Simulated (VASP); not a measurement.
Here is a VASP 6.6.1 calculation.

INCAR

```
PREC = Accurate ; ENCUT = 600
EDIFF = 1E-7 ; ISMEAR = 0
SIGMA = 0.1 ; LREAL = F
LASPH = T ; NELM = 100
ALGO = Normal ; ISIF = 3
LWAVE = F ; LCHARG = F
GGA = PE ; IBRION = 2
NSW = 100 ; EDIFFG = -0.01
```

Contents of KPOINTS:

```
regular mesh
0
Gamma
  12 12 12
```

Contents of POSCAR:

```
Al3H
1.0
    3.8965746699      0.0000000000      0.0000000000
    0.0000000000      3.8965746699      0.0000000000
    0.0000000000      0.0000000000      3.8965746699
Al H
3 1
Direct
    0.0000000000      0.5000000000      0.5000000000
    0.5000000000      0.0000000000      0.5000000000
    0.5000000000      0.5000000000      0.0000000000
    0.0000000000      0.0000000000      0.0000000000
```

Potentials or basis: VASP PAW PBE potentials, release 64 (Al, H).

Command:

```console
$ cat potpaw_PBE.64/Al/POTCAR potpaw_PBE.64/H/POTCAR > POTCAR
$ mpirun -np 1 vasp_std > vasp.out
```

(1) Estimate the relaxed cell.

(2) Estimate the band gap on the k mesh.

(3) Estimate the relaxed volume.

Results:

(1) a = 3.900 Å, b = 3.900 Å, c = 3.900 Å, α = 90.00°, β = 90.00°, γ = 90.00°.

(2) zero (bands 5 and 6 overlap by 4.34 eV).

(3) 14.83 Å³/atom.
